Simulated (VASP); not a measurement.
Write the native input for VASP 6.6.1 that does the following.

* Task: single point
* Functional: PBE
* Potentials or basis: VASP PAW PBE potentials, release 64 (Sn_d, O)
* Cutoff: 520 eV
* k mesh: 10 × 10 × 8
* Occupations: gaussian, width 0.05 eV
* Spin: no spin polarisation
* Dipole correction: no
* Further INCAR settings: ALGO = Normal; EDIFF = 1e-06; NBANDS = 28

The structure of SnO lies in POSCAR:

```
SnO
1.0
    3.8681707514      0.0000000000      0.0000000000
    0.0000000000      3.8681707514      0.0000000000
    0.0000000000      0.0000000000      4.9152585912
Sn O
2 2
Direct
    0.0000000000      0.5000000000      0.2287361932
    0.5000000000      0.0000000000      0.7712638068
    0.0000000000      0.0000000000      0.0000000000
    0.5000000000      0.5000000000      0.0000000000
```

This cell differs from its parent crystal: strain +0.000 along x and y, -0.030 along z.

One way to write it, as run:

INCAR

```
ALGO = Normal ; EDIFF = 1E-6
ENCUT = 520 ; GGA = PE
ISIF = 2 ; ISMEAR = 0
LASPH = True ; LCHARG = True
LELF = True ; LREAL = False
LVHAR = True ; LWAVE = False
NBANDS = 28 ; NELM = 100
PREC = Accurate ; SIGMA = 0.05
```

KPOINTS

```
k-points
0
Gamma
  10 10 8
```

Potentials or basis: VASP PAW PBE potentials, release 64 (Sn_d, O).

Run with:

```sh
$ cat potpaw_PBE.64/Sn_d/POTCAR potpaw_PBE.64/O/POTCAR > POTCAR
$ mpirun -np 1 vasp_std > vasp.out
```

It gave:

| Property | Result |
| --- | --- |
| Pressure | 2.4 GPa |
| Largest force | 0.618 eV/Å |
| Band gap on the k mesh | 0.50 eV, indirect (least direct gap 1.92 eV) |

Caveat: the cell differs from its parent crystal (strain +0.000 along x and y, -0.030 along z); spin-orbit coupling is left out, which moves the levels of the heavy elements.

It took 2.4 min on 1 thread of Intel Xeon 6975P-C (shared host), peak memory 0.31 GiB.
